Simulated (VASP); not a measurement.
# BaTiO3 (Amm2) in VASP: further runs

BaTiO3 is run at these levels: PBE+U; tasks: single point.

All numbers are computed with VASP 6.6.1; they aren't measurements. Logs are shortened: lines on timing, memory, paths and dates and some standing lists are left out, and cuts for length are marked.

### Step 1. The cell of the first run

The structure is orthorhombic, space group Amm2 (No. 38). Conventional cell: a = 4.209 Å, b = 6.034 Å, c = 5.483 Å, α = 90.00°, β = 90.00°, γ = 90.00°. Ba (site symmetry mm2) has 12 O at 2.65 to 3.02 Å and 8 Ti at 3.41 to 3.68 Å within 3.7 Å. Within 2.5 Å of Ti (site symmetry mm2) lie 6 O at 1.90 to 2.18 Å. O (site symmetry mm2) has 2 Ti at 2.11 Å and 4 Ba at 2.65 to 3.02 Å and 8 O at 2.90 to 2.95 Å within 3.1 Å. Within 2.5 Å of O (site symmetry m) lie 2 Ti at 1.90 to 2.18 Å.

### Step 2. Single point, PBE+U (strain +0.050 along x and y, -0.050 along z)

Input file INCAR:

```
PREC = Accurate ; ENCUT = 520
EDIFF = 1E-6 ; ISMEAR = 0
SIGMA = 0.05 ; LREAL = F
LASPH = T ; NELM = 150
ALGO = Normal ; ISIF = 2
LWAVE = F ; LCHARG = F
LMAXMIX = 4 ; LDAU = T
LDAUTYPE = 2 ; LDAUL = -1 2 -1
LDAUU = 0 4 0 ; LDAUJ = 0 0 0
LDAUPRINT = 1 ; GGA = PE
NBANDS = 28
```

Input file KPOINTS:

```
Automatic mesh
0
Gamma
  6 6 6
```

Input file POSCAR:

```
BaTiO3
1.0
    4.2086303835      0.0000000000      0.0000000000
    0.0000000000      3.0169455574      2.7416225185
    0.0000000000     -3.0169455574      2.7416225185
Ba Ti O
1 1 3
Direct
    0.0000000000      0.0080771898      0.0080771898
    0.5000000000      0.5197092923      0.5197092923
    0.0000000000      0.4916268263      0.4916268263
    0.5000000000      0.4938075436      0.9829991481
    0.5000000000      0.9829991481      0.4938075436
```

Potentials or basis: VASP PAW PBE potentials, release 64 (Ba_sv, Ti_sv, O).

Started as:

```sh
$ cat potpaw_PBE.64/Ba_sv/POTCAR potpaw_PBE.64/Ti_sv/POTCAR potpaw_PBE.64/O/POTCAR > POTCAR
$ mpirun -np 1 vasp_std > vasp.out
```

OUTCAR:

```text
PREC = Accurate
   ENCUT = 520
   EDIFF = 1E-6
   ISMEAR = 0
   LREAL = F
   LASPH = T
   NELM = 150
   ISIF = 2
   GGA = PE

 ion  position               nearest neighbor table
   1  0.000  0.008  0.008-   3 2.65   3 2.83   5 2.90   4 2.90   4 2.90   5 2.90   4 2.97   5 2.97
                             5 2.97   4 2.97   3 3.02   3 3.02   2 3.41   2 3.41   2 3.51   2 3.51
   2  0.500  0.520  0.520-   4 1.90   5 1.90   3 2.11   3 2.11   5 2.18   4 2.18   1 3.41   1 3.41
                             1 3.51   1 3.51   1 3.68   1 3.68   1 3.68   1 3.68
   3  0.000  0.492  0.492-   2 2.11   2 2.11   1 2.65   1 2.83   1 3.02   1 3.02
   4  0.500  0.494  0.983-   2 1.90   2 2.18   1 2.90   1 2.90   1 2.97   1 2.97
   5  0.500  0.983  0.494-   2 1.90   2 2.18   1 2.90   1 2.90   1 2.97   1 2.97

  LATTYP: Found a base centered orthorhombic cell.
 ALAT       =     5.4832450370
 B/A-ratio  =     1.1004233942
 C/A-ratio  =     0.7675437364

  Lattice vectors:

 A1 = (   0.0000000000,   3.0169455574,   2.7416225185)
 A2 = (   0.0000000000,  -3.0169455574,   2.7416225185)
 A3 = (   4.2086303835,   0.0000000000,   0.0000000000)

Analysis of symmetry for initial positions (statically):
=====================================================================
 Subroutine PRICEL returns:
 Original cell was already a primitive cell.

 Routine SETGRP: Setting up the symmetry group for a
 base centered orthorhombic supercell.

 Subroutine GETGRP returns: Found  4 space group operations
 (whereof  4 operations were pure point group operations)
 out of a pool of  8 trial point group operations.

The static configuration has the point symmetry C_2v.

Analysis of symmetry for dynamics (positions and initial velocities):
=====================================================================
 Subroutine PRICEL returns:
 Original cell was already a primitive cell.

 Routine SETGRP: Setting up the symmetry group for a
 base centered orthorhombic supercell.

 Subroutine GETGRP returns: Found  4 space group operations
 (whereof  4 operations were pure point group operations)
 out of a pool of  8 trial point group operations.

The dynamic configuration has the point symmetry C_2v.

 Subroutine INISYM returns: Found  4 space group operations
 (whereof  4 operations are pure point group operations),
 and found     1 'primitive' translations

----------------------------------------------------------------------------------------

                                     Primitive cell

  volume of cell :      69.6219

  direct lattice vectors                    reciprocal lattice vectors
     4.208630384  0.000000000  0.000000000     0.237606991  0.000000000  0.000000000
     0.000000000  3.016945557  2.741622518     0.000000000  0.165730535  0.182373757
     0.000000000 -3.016945557  2.741622518     0.000000000 -0.165730535  0.182373757

  length of vectors
     4.208630384  4.076573872  4.076573872     0.237606991  0.246428078  0.246428078

  position of ions in fractional coordinates (direct lattice)
     0.000000000  0.008077190  0.008077190
     0.500000000  0.519709292  0.519709292
     0.000000000  0.491626826  0.491626826
     0.500000000  0.493807544  0.982999148
     0.500000000  0.982999148  0.493807544

  ion indices of the primitive-cell ions
   primitive index   ion index
                 1           1
                 2           2
                 3           3
                 4           4
                 5           5

----------------------------------------------------------------------------------------

 KPOINTS: Automatic mesh

Automatic generation of k-mesh.
 Grid dimensions read from file:
 generate k-points for:    6    6    6

 Generating k-lattice:

  Cartesian coordinates                     Fractional coordinates (reciprocal lattice)
     0.039601165  0.000000000  0.000000000     0.166666667  0.000000000  0.000000000
     0.000000000  0.027621756  0.030395626     0.000000000  0.166666667  0.000000000
     0.000000000 -0.027621756  0.030395626     0.000000000  0.000000000  0.166666667

  Length of vectors
     0.039601165  0.041071346  0.041071346

  Shift w.r.t. Gamma in fractional coordinates (k-lattice)
     0.000000000  0.000000000  0.000000000

 Subroutine IBZKPT returns following result:
 ===========================================

 Found     52 irreducible k-points:

 Following reciprocal coordinates:
            Coordinates               Weight
  0.000000  0.000000  0.000000      1.000000
  0.166667  0.000000  0.000000      2.000000
  0.333333  0.000000  0.000000      2.000000
  0.500000  0.000000  0.000000      1.000000
  0.000000  0.166667 -0.000000      4.000000
  0.166667  0.166667 -0.000000      8.000000
[... 16 lines left out ...]
  0.333333  0.333333  0.166667      8.000000
  0.500000  0.333333  0.166667      4.000000
 [... further k-points ...]
   k-points           NKPTS =     52   k-points in BZ     NKDIM =     52   number of bands    NBANDS=     28
   number of dos      NEDOS =    301   number of ions     NIONS =      5
   total plane-waves  NPLWV =  28800
   dimension x,y,z NGX =    32 NGY =   30 NGZ =   30
   dimension x,y,z NGXF=    64 NGYF=   60 NGZF=   60
   ions per type =               1   1   3
   NGX,Y,Z   is equivalent  to a cutoff of  12.64, 12.23, 12.23 a.u.
   NGXF,Y,Z  is equivalent  to a cutoff of  25.28, 24.47, 24.47 a.u.
 SYSTEM =  unknown system
   PREC   = accura    normal or accurate (medium, high low for compatibility)
   ISTART =      0    job   : 0-new  1-cont  2-samecut
   ICHARG =      2    charge: 1-file 2-atom 10-const
   ISPIN  =      1    spin polarized calculation?
   LNONCOLLINEAR =      F non collinear calculations
   LSORBIT =      F    spin-orbit coupling
   LASPH  =      T    aspherical Exc in radial PAW
   ENCUT  =  520.0 eV  38.22 Ry    6.18 a.u.   7.83  7.58  7.58*2*pi/ulx,y,z
   NELM   =    150;   NELMIN=  2; NELMDL= -5     # of ELM steps
   EDIFF  = 0.1E-05   stopping-criterion for ELM
   LREAL  =      F    real-space projection
   EDIFFG = 0.1E-04   stopping-criterion for IOM
   NSW    =      0    number of steps for IOM
   IBRION =     -1    ionic relax: 0-MD 1-quasi-New 2-CG
   NFREE  =      0    steps in history (QN), initial steepest desc. (CG)
   ISIF   =      2    stress and relaxation
   ISYM   =      2    0-nonsym 1-usesym 2-fastsym
   POTIM  = 0.5000    time-step for ionic-motion
   TEBEG  =    0.0;   TEEND  =   0.0 temperature during run
   PSTRESS=    0.0 pullay stress
   NELECT =      40.0000    total number of electrons
   NUPDOWN=      -1.0000    fix difference up-down
   EMIN   =  10.00;   EMAX   =-10.00  energy-range for DOS
   EFERMI =   0.00;   METHOD = LEGACY
   ISMEAR =     0;   SIGMA  =   0.05  broadening in eV -4-tet -1-fermi 0-gaus
   EFERMI_NEDOS =   21; number of points for ismear=-14 and -15
   IALGO  =     38    algorithm
   IMIX   =      4    mixing-type and parameters
     AMIX     =   0.40;   BMIX     =  1.00
     AMIX_MAG =   1.60;   BMIX_MAG =  1.00
  volume/ion in A,a.u.               =      13.92        93.97
  Fermi-wavevector in a.u.,A,eV,Ry     =   1.360963  2.571846 25.200972  1.852219
  Thomas-Fermi vector in A             =   2.487580
   LORBIT       =      0    0 simple, 1 ext, 2 COOP (PROOUT), +10 PAW based schemes
 LDA+U is selected, type is set to LDAUTYPE =  2
   angular momentum for each species LDAUL =    -1    2   -1
   U (eV)           for each species LDAUU =   0.0  4.0  0.0
   J (eV)           for each species LDAUJ =   0.0  0.0  0.0
   GGA     = PE    functional components
   LHFCALC =     F    Hartree Fock is set to
   AEXX    =    0.0000 exact exchange contribution
   IVDW    =     0    specifies the selected vdW correction
   LEPSILON=     F    determine dielectric tensor
   LRPA    =     F    only Hartree local field effects (RPA)
 non-spin polarized calculation
 Gauss-broadening in eV      SIGMA  =   0.05
  energy-cutoff  :      520.00
  volume of cell :       69.62
 maximum number of plane-waves:      1908
 NGX is ok and might be reduce to    32
   NGX = 15   NGY = 15   NGZ = 15

atom =   2  type =  2  l = 2

 onsite density matrix

spin component  1

  0.1032  0.0000  0.0000  0.0000  0.0000
  0.0000  0.2411  0.0000  0.0000  0.0000
  0.0000  0.0000  0.1321  0.0000 -0.0310
  0.0000  0.0000  0.0000  0.1019  0.0000
  0.0000  0.0000 -0.0310  0.0000  0.2035

spin component  2

  0.1032  0.0000  0.0000  0.0000  0.0000
  0.0000  0.2411  0.0000  0.0000  0.0000
  0.0000  0.0000  0.1321  0.0000 -0.0310
  0.0000  0.0000  0.0000  0.1019  0.0000
  0.0000  0.0000 -0.0310  0.0000  0.2035

 occupancies and eigenvectors

  o =  0.1019  v =  0.0000  0.0000 -0.0000  1.0000 -0.0000  0.0000  0.0000  0.0000  0.0000  0.0000      0.0000  0.0000  0.0000  0.0000  0.0000  0.0000  0.0000  0.0000  0.0000  0.0000
  o =  0.1019  v =  0.0000  0.0000  0.0000  0.0000  0.0000  0.0000  0.0000 -0.0000  1.0000 -0.0000      0.0000  0.0000  0.0000  0.0000  0.0000  0.0000  0.0000  0.0000  0.0000  0.0000
  o =  0.1032  v =  1.0000  0.0000  0.0000  0.0000  0.0000  0.0000  0.0000  0.0000  0.0000  0.0000      0.0000  0.0000  0.0000  0.0000  0.0000  0.0000  0.0000  0.0000  0.0000  0.0000
  o =  0.1032  v =  0.0000  0.0000  0.0000  0.0000  0.0000  1.0000  0.0000  0.0000  0.0000  0.0000      0.0000  0.0000  0.0000  0.0000  0.0000  0.0000  0.0000  0.0000  0.0000  0.0000
  o =  0.1205  v =  0.0000  0.0000 -0.9366 -0.0000 -0.3503  0.0000  0.0000  0.0000  0.0000  0.0000      0.0000  0.0000  0.0000  0.0000  0.0000  0.0000  0.0000  0.0000  0.0000  0.0000
  o =  0.1205  v =  0.0000  0.0000  0.0000  0.0000  0.0000  0.0000  0.0000 -0.9366 -0.0000 -0.3503      0.0000  0.0000  0.0000  0.0000  0.0000  0.0000  0.0000  0.0000  0.0000  0.0000
  o =  0.2151  v =  0.0000  0.0000  0.0000  0.0000  0.0000  0.0000  0.0000 -0.3503  0.0000  0.9366      0.0000  0.0000  0.0000  0.0000  0.0000  0.0000  0.0000  0.0000  0.0000  0.0000
  o =  0.2151  v =  0.0000  0.0000 -0.3503  0.0000  0.9366  0.0000  0.0000  0.0000  0.0000  0.0000      0.0000  0.0000  0.0000  0.0000  0.0000  0.0000  0.0000  0.0000  0.0000  0.0000
  o =  0.2411  v =  0.0000  0.0000  0.0000  0.0000  0.0000  0.0000  1.0000  0.0000  0.0000  0.0000      0.0000  0.0000  0.0000  0.0000  0.0000  0.0000  0.0000  0.0000  0.0000  0.0000
  o =  0.2411  v =  0.0000  1.0000  0.0000  0.0000  0.0000  0.0000  0.0000  0.0000  0.0000  0.0000      0.0000  0.0000  0.0000  0.0000  0.0000  0.0000  0.0000  0.0000  0.0000  0.0000

 number of electron      40.0000002 magnetization

 Free energy of the ion-electron system (eV)
  ---------------------------------------------------
  ext. energy  EPLUGINS =         0.00000000
  ---------------------------------------------------
  free energy    TOTEN  =       -37.02597022 eV

  energy without entropy =      -37.02597022  energy(sigma->0) =      -37.02597022

 E-fermi :   3.8425     XC(G=0): -10.8235

 val. band max:        3.4317362221   @ k =   0.5000   0.5000   0.5000
 cond. band min:       5.5339646633   @ k =   0.0000   0.0000   0.0000
 fundamental gap:      2.1022284411
 Fermi energy:         3.8424687602

 k-point     1 :       0.0000    0.0000    0.0000
  band No.  band energies     occupation
      1     -54.5407      2.00000
      2     -30.7443      2.00000
      3     -30.6885      2.00000
      4     -30.6441      2.00000
      5     -21.6984      2.00000
      6     -13.4369      2.00000
[... 20 lines left out ...]
     27       8.4978      0.00000
     28       9.6908      0.00000

 k-point     2 :       0.1667    0.0000    0.0000
  band No.  band energies     occupation
      1     -54.5406      2.00000
      2     -30.7441      2.00000
      3     -30.6939      2.00000
      4     -30.6439      2.00000
      5     -21.6825      2.00000
      6     -13.4699      2.00000
[... 20 lines left out ...]
     27       8.8728      0.00000
     28      10.2697      0.00000

 k-point     3 :       0.3333    0.0000    0.0000
  band No.  band energies     occupation
      1     -54.5404      2.00000
      2     -30.7436      2.00000
      3     -30.7048      2.00000
      4     -30.6435      2.00000
      5     -21.6503      2.00000
      6     -13.5568      2.00000
[... 616 lines left out ...]
      3     -30.7031      2.00000
      4     -30.6603      2.00000
      5     -21.5848      2.00000
      6     -13.1592      2.00000
[... 20 lines left out ...]
     27      10.9361      0.00000
     28      11.1399      0.00000

 k-point    24 :       0.5000    0.3333    0.1667
  band No.  band energies     occupation
      1     -54.5396      2.00000
      2     -30.7583      2.00000
      3     -30.7084      2.00000
      4     -30.6601      2.00000
      5     -21.5737      2.00000
      6     -13.1078      2.00000
[... 20 lines left out ...]
     27      10.8913      0.00000
     28      11.5192      0.00000

 [... further k-points ...]

------------------------ aborting loop because EDIFF is reached ----------------------------------------

  FORCE on cell =-STRESS in cart. coord.  units (eV):
  Direction    XX          YY          ZZ          XY          YZ          ZX
  --------------------------------------------------------------------------------------
  -------------------------------------------------------------------------------------
  Total       -3.5037761     -4.7823041      4.2900526      0.0000000      0.0000000      0.0000000
  in kB      -80.6308090   -110.0529930     98.7250329      0.0000000      0.0000000      0.0000000
  external PRESSURE =     -30.6529230 kB  Pullay stress =       0.0000000 kB

 VOLUME and BASIS-vectors are now :
 -----------------------------------------------------------------------------
  energy-cutoff  :      520.00
  volume of cell :       69.62
      direct lattice vectors                 reciprocal lattice vectors
     4.208630384  0.000000000  0.000000000     0.237606991  0.000000000  0.000000000
     0.000000000  3.016945557  2.741622518     0.000000000  0.165730535  0.182373757
     0.000000000 -3.016945557  2.741622518     0.000000000 -0.165730535  0.182373757

 POSITION                                       TOTAL-FORCE (eV/Angst)
 -----------------------------------------------------------------------------------
      0.00000      0.00000      0.04429         0.000000     -0.000000     -0.134047
      2.10432      0.00000      2.84969         0.000000     -0.000000     -0.537840
      0.00000      0.00000      2.69571         0.000000     -0.000000      0.267692
      2.10432     -1.47586      4.04885         0.000000     -0.059176      0.202097
      2.10432      1.47586      4.04885         0.000000      0.059176      0.202097
 -----------------------------------------------------------------------------------
    total drift:                                0.000000      0.000001     -0.000773

  FREE ENERGIE OF THE ION-ELECTRON SYSTEM (eV)
  ---------------------------------------------------
  free  energy   TOTEN  =       -37.0259702221 eV

  energy  without entropy=      -37.0259702221  energy(sigma->0) =      -37.02597022
```

It took 54 s on 1 thread of AMD EPYC 9R45 (Zen 5), shared host; peak memory 0.21 GiB.

Results:

```
Free energy            : -37.0260 eV
Pressure               : -3.1 GPa
Largest force          : 0.538 eV/Å
Band gap on the k mesh : 2.10 eV (least direct gap 2.39 eV)
```

Forces on the atoms (eV/Å):
```
Ba   0.000  0.000 -0.134
Ti   0.000  0.000 -0.538
O    0.000  0.000  0.268
O    0.000 -0.059  0.202
O    0.000  0.059  0.202
```

Eigenvalues of the final occupation matrices:
```csv
site,spin,trace,eigenvalues
site 2 d,1,0.78,0.10 0.10 0.12 0.22 0.24
site 2 d,2,0.78,0.10 0.10 0.12 0.22 0.24
```

Caveat: the cell differs from its parent crystal (strain +0.050 along x and y, -0.050 along z); the stress differs along the axes, from -11 to 10 GPa; spin-orbit coupling is left out, which moves the levels of the heavy elements.

### Step 3. Single point, PBE+U (strain +0.050 along x and y, -0.025 along z)

Input file INCAR:

```
SYSTEM = BaTiO3
  PREC = Accurate
  ENCUT = 520
  EDIFF = 1E-6
  ISMEAR = 0
  SIGMA = 0.05
  LREAL = .False.
  LASPH = .True.
  NELM = 150
  ALGO = Normal
  ISIF = 2
  LWAVE = .False.
  LCHARG = .True.
  LMAXMIX = 4
  LDAU = .True.
  LDAUTYPE = 2
  LDAUL = -1 2 -1
  LDAUU = 0 4 0
  LDAUJ = 0 0 0
  LDAUPRINT = 1
  GGA = PE
  LELF = .True.
  LVHAR = .True.
  NBANDS = 28
```

Input file KPOINTS:

```
Automatic mesh
0
Gamma
  6 6 6
  0 0 0
```

POSCAR: that of step 2 with these lines changed.

```diff
@@ -3,4 +3,4 @@
     4.2086303835      0.0000000000      0.0000000000
-    0.0000000000      3.0169455574      2.7416225185
-    0.0000000000     -3.0169455574      2.7416225185
+    0.0000000000      3.0169455574      2.8137704795
+    0.0000000000     -3.0169455574      2.8137704795
 Ba Ti O
```

Potentials or basis: VASP PAW PBE potentials, release 64 (Ba_sv, Ti_sv, O).

Started as:

```sh
$ cat potpaw_PBE.64/Ba_sv/POTCAR potpaw_PBE.64/Ti_sv/POTCAR potpaw_PBE.64/O/POTCAR > POTCAR
$ mpirun -np 1 vasp_std > vasp.out
```

It took 61 s on 1 thread of AMD EPYC 9R45 (Zen 5), shared host; peak memory 0.22 GiB.

It converged, with:

```
Free energy            : -37.0956 eV
Pressure               : -6.8 GPa
Largest force          : 0.240 eV/Å
Band gap on the k mesh : 2.16 eV (least direct gap 2.51 eV)
```

Forces in eV/Å, atoms in the order of the input:
```
Ba   0.000  0.000 -0.059
Ti   0.000  0.000 -0.240
O    0.000  0.000  0.193
O    0.000  0.089  0.053
O    0.000 -0.089  0.053
```

Stress tensor (GPa, compression positive):
```
-10.14   0.00   0.00
  0.00 -12.48   0.00
  0.00   0.00   2.23
```

Levels at points of the mesh, in eV from the valence-band top:
| k point | band 17 | band 18 | band 19 | band 20 | band 21 | band 22 | band 23 | band 24 |
| --- | --- | --- | --- | --- | --- | --- | --- | --- |
| (0.00, 0.00, 0.00) | -0.97 | -0.53 | -0.52 | -0.35 | 2.16 | 2.34 | 2.41 | 3.49 |
| (0.50, 0.00, 0.00) | -1.44 | -1.29 | -1.20 | -0.79 | 2.56 | 3.28 | 3.51 | 3.63 |
| (0.00, 0.50, 0.00) | -1.69 | -1.64 | -0.91 | -0.84 | 2.39 | 3.43 | 3.59 | 3.66 |
| (0.50, 0.50, 0.00) | -1.92 | -1.06 | -1.04 | -0.14 | 3.39 | 3.54 | 3.89 | 4.11 |
| (0.00, 0.50, 0.50) | -1.81 | -0.85 | -0.71 | -0.09 | 3.52 | 3.69 | 3.90 | 4.03 |
| (0.50, 0.50, 0.50) | -2.10 | -0.09 | -0.04 | 0.00 | 3.90 | 4.06 | 4.15 | 5.75 |

Eigenvalues of the final occupation matrices:
| site | spin | trace | eigenvalues |
| --- | --- | --- | --- |
| site 2 d | 1 | 0.77 | 0.10 0.10 0.12 0.21 0.23 |
| site 2 d | 2 | 0.77 | 0.10 0.10 0.12 0.21 0.23 |

Caveat: the cell differs from its parent crystal (strain +0.050 along x and y, -0.025 along z); the stress differs along the axes, from -12 to 2 GPa; spin-orbit coupling is left out, which moves the levels of the heavy elements. A k mesh can miss the band edges.
